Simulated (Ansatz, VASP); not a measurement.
# SrVO3 in VASP and in Ansatz

File INCAR:

```
SYSTEM = SrVO3
PREC     = Accurate       ! precision mode
ENCUT    = 520            ! plane-wave cutoff, eV
EDIFF    = 1E-6           ! SCF threshold, eV
ISMEAR   = 0              ! smearing method
SIGMA    = 0.05           ! smearing width, eV
LREAL    = .FALSE.        ! projectors in reciprocal space
LASPH    = .TRUE.         ! aspherical terms in the spheres
NELM     = 150            ! most SCF steps
ALGO     = Normal         ! electronic algorithm
ISIF     = 2              ! what is computed and relaxed
LWAVE    = .FALSE.        ! write WAVECAR
LCHARG   = .FALSE.        ! write CHGCAR
ISPIN    = 2              ! spin polarisation
MAGMOM   = 0 0.13 0 0 0   ! initial moments
LORBIT   = 11             ! projections on sites
LMAXMIX  = 4              ! l up to which the mixer works
GGA      = PE             ! functional
NBANDS   = 32             ! bands
```

Contents of KPOINTS:

```
Automatic mesh
0
G
  8 8 8
  0 0 0
```

File POSCAR:

```
SrVO3
1.0
    3.8579762213      0.0000000000      0.0000000000
    0.0000000000      3.8579762213      0.0000000000
    0.0000000000      0.0000000000      3.8579762213
Sr V O
1 1 3
Direct
    0.5000000000      0.5000000000      0.5000000000
    0.0000000000      0.0000000000      0.0000000000
    0.5000000000      0.0000000000      0.0000000000
    0.0000000000      0.5000000000      0.0000000000
    0.0000000000      0.0000000000      0.5000000000
```

Input for Ansatz:

```yaml
crystal:
  lattice:
    - [3.8579762213, 0.0, 0.0]
    - [0.0, 3.8579762213, 0.0]
    - [0.0, 0.0, 3.8579762213]
  atoms:
    - { symbol: Sr, position: [0.5, 0.5, 0.5] }
    - { symbol: V, position: [0.0, 0.0, 0.0], spin: 0.13 }
    - { symbol: O, position: [0.5, 0.0, 0.0] }
    - { symbol: O, position: [0.0, 0.5, 0.0] }
    - { symbol: O, position: [0.0, 0.0, 0.5] }
basis:
  ecutwfc: 420
  ecutrho_ratio: 4
kpoints:
  mp_grid: { grid: [8, 8, 8] }
hamiltonian:
  xc: pbe
scf:
  occupations: { method: gaussian, width: 0.05 }
output:
  forces: true
  stress: true
  eigenvalues: true
  populations: true
magnetization:
  spin_polarized: true
```

Alike in both runs: task single point; functional PBE; k mesh 8 × 8 × 8; occupations gaussian, width 0.05 eV; collinear spin.

|  | VASP | Ansatz |
| --- | --- | --- |
| version | VASP 6.6.1 | Ansatz 0.2.0 |
| potentials or method | VASP PAW PBE potentials, release 64 (Sr_sv, V_sv, O), cutoff 520 eV | scalar-relativistic, plane waves, PAW |
| valence electrons in the cell | 41 | 41 |

|  | VASP | Ansatz | Ansatz less VASP |
| --- | --- | --- | --- |
| gap on the k mesh at the Fermi level (eV) | none | none | - |
| pressure (GPa) | 0.9 | 0.0 | -0.87 |
| net moment per atom (μB) | 0.03 | 0.03 | 0.000 |
| size of the moment on the site where the two differ most (μB) | 0.14 | 0.12 | -0.026 |

Site moments also hang on the region over which each program counts them. A gap of «none» marks a metal or a gap that the smearing closes.
